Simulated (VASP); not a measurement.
The system is Be4Se3.

```
Be Se
1.0
     4.51569    0.00000    0.00000
     0.00000    4.51569    0.00000
     0.00000    0.00000    4.51569
Be Se
4 3
Direct
  0.50000 0.50000 0.50000
  0.50000 0.00000 0.00000
  0.00000 0.50000 0.00000
  0.00000 0.00000 0.50000
  0.50000 0.50000 0.00000
  0.00000 0.50000 0.50000
  0.50000 0.00000 0.50000
```

| Item | Value |
| --- | --- |
| Program | VASP 6.6.1 |
| Task | relaxation of cell and atoms |
| Functional | PBE |
| Potentials or basis | VASP PAW PBE potentials, release 64 (Be, Se) |
| Cutoff | 600 eV |
| k mesh | 4 × 4 × 4 |
| Occupations | gaussian, width 0.2 eV |
| Spin | no spin polarisation |

At the start: pressure 17.5 GPa; volume 13.15 Å³/atom.

Question: Where does the relaxation end?

Answer: Over 3 steps the energy falls by 112.1 meV/atom and the volume is 15.50 Å³/atom (+17.8 %); space group Pm-3m (No. 221, to 0.05 Å).

Step by step:
| step | energy change (eV) | largest force (eV/Å) | pressure (GPa) | volume (Å³) |
| --- | --- | --- | --- | --- |
| 1 | 0.0000 | 0.0000 | 17.46 | 92.08 |
| 2 | -0.7541 | 0.0000 | -2.44 | 112.54 |
| 3 | -0.7850 | 0.0000 | 0.07 | 108.51 |

Final structure:
```
CELL_PARAMETERS angstrom
4.76969 0.00000 0.00000
0.00000 4.76969 0.00000
0.00000 0.00000 4.76969
ATOMIC_POSITIONS crystal
Be 0.50000 0.50000 0.50000
Be 0.50000 0.00000 0.00000
Be 0.00000 0.50000 0.00000
Be 0.00000 0.00000 0.50000
Se 0.50000 0.50000 0.00000
Se 0.00000 0.50000 0.50000
Se 0.50000 0.00000 0.50000
```

Caveat: the volume moved by over 15 % at a fixed basis, so the end points are rough.
